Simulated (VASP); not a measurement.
Set up this calculation in VASP 6.6.1, as the native input.

```
Task                   : single point
Functional             : PBEsol
Potentials or basis    : VASP PAW PBE potentials, release 64 (Si, C)
Cutoff                 : 600 eV
k mesh                 : 9 × 9 × 9
Occupations            : fermi-dirac, width 0.05 eV
Spin                   : no spin polarisation
Dipole correction      : no
Further INCAR settings : ALGO = Normal; EDIFF = 1e-06; NBANDS = 11
```

The structure of SiC (Moissanite 3C) lies in POSCAR:

```
SiC
1.0
    0.0000000000      2.1790000000      2.1572100000
    2.1790000000      0.0000000000      2.1572100000
    2.1790000000      2.1790000000      0.0000000000
Si C
1 1
Direct
    0.0000000000      0.0000000000      0.0000000000
    0.7500000000      0.7500000000      0.7500000000
```

The input as run:

INCAR

```
ALGO = Normal ; EDIFF = 1E-6
ENCUT = 600 ; GGA = PS
GGA_COMPAT = F ; ISIF = 2
ISMEAR = -1 ; LASPH = T
LCHARG = T ; LELF = T
LREAL = F ; LVHAR = T
LWAVE = F ; NBANDS = 11
NELM = 120 ; PREC = Accurate
SIGMA = 0.05
```

KPOINTS

```
k-points
0
Gamma
  9 9 9
```

Potentials or basis: VASP PAW PBE potentials, release 64 (Si, C).

Command:

```console
$ cat potpaw_PBE.64/Si/POTCAR potpaw_PBE.64/C/POTCAR > POTCAR
$ mpirun -np 1 vasp_std > vasp.out
```

Results of the run:

The pressure is 2.3 GPa. The band gap on the k mesh is 1.27 eV, indirect (least direct gap 4.52 eV).

Caveat: the PAW data sets were made with another functional, which shifts forces and pressure a little.

It took 9.1 s on 1 thread of Intel(R) Xeon(R) Platinum 8488C (Sapphire Rapids) (shared host), peak memory 0.14 GiB.
